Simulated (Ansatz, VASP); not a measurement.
## Ti in VASP and in Ansatz

File INCAR:

```
SYSTEM = Ti
PREC = Accurate ; ENCUT = 520
EDIFF = 1E-8 ; ISMEAR = -1
SIGMA = 0.08 ; LREAL = .FALSE.
LASPH = .TRUE. ; NELM = 100
ALGO = Normal ; ISIF = 2
LWAVE = .FALSE. ; LCHARG = .FALSE.
GGA = PS ; LEFG = .TRUE.
NBANDS = 19
```

KPOINTS

```
Automatic mesh
0
G
  13 13 7
  0 0 0
```

The input POSCAR:

```
Ti
1.0
    2.9695348394      0.0000000000      0.0000000000
   -1.4847674197      2.5716926084      0.0000000000
    0.0000000000      0.0000000000      4.7170340170
Ti
2
Direct
    0.3333333333      0.6666666667      0.2500000000
    0.6666666667      0.3333333333      0.7500000000
```

Input for Ansatz:

```yaml
crystal:
  lattice:
    - [2.9695348394, 0.0, 0.0]
    - [-1.4847674197, 2.5716926084, 0.0]
    - [0.0, 0.0, 4.717034017]
  atoms:
    - { symbol: Ti, position: [0.3333333333, 0.6666666667, 0.25] }
    - { symbol: Ti, position: [0.6666666667, 0.3333333333, 0.75] }
kpoints:
  mp_grid: { grid: [13, 13, 7] }
scf:
  occupations: { method: fermi_dirac, width: 0.08 }
hamiltonian:
  xc: pbesol
  pseudopotentials: { kind: paw }
output:
  forces: true
  stress: true
  eigenvalues: true
  efg: { contact_densities: true }
```

Change from the starting cell: volume scaled by 1.02, PAW files.

Alike in both runs: task electric field gradients; functional PBEsol; k mesh 13 × 13 × 7; occupations fermi-dirac, width 0.08 eV; no spin polarisation.

```csv
,VASP,Ansatz
version,VASP 6.6.1,Ansatz 0.2.0
potentials or method,"VASP PAW PBE potentials, release 64 (Ti_sv)","PAW with Ansatz's default frozen-core files, scalar-relativistic"
plane-wave cutoff (eV),520,420
valence electrons in the cell,24,24
```

```csv
,VASP,Ansatz,Ansatz less VASP
pressure (GPa),-7.8,-7.7,+0.18
"traceless stress, the component that is largest in VASP (GPa)",-0.35,-0.35,-0.001
size of Vzz on the site where it differs most (V/Å²),15.8,17.5,+1.67
```

VASP's potentials were made for PBE, not for PBEsol.
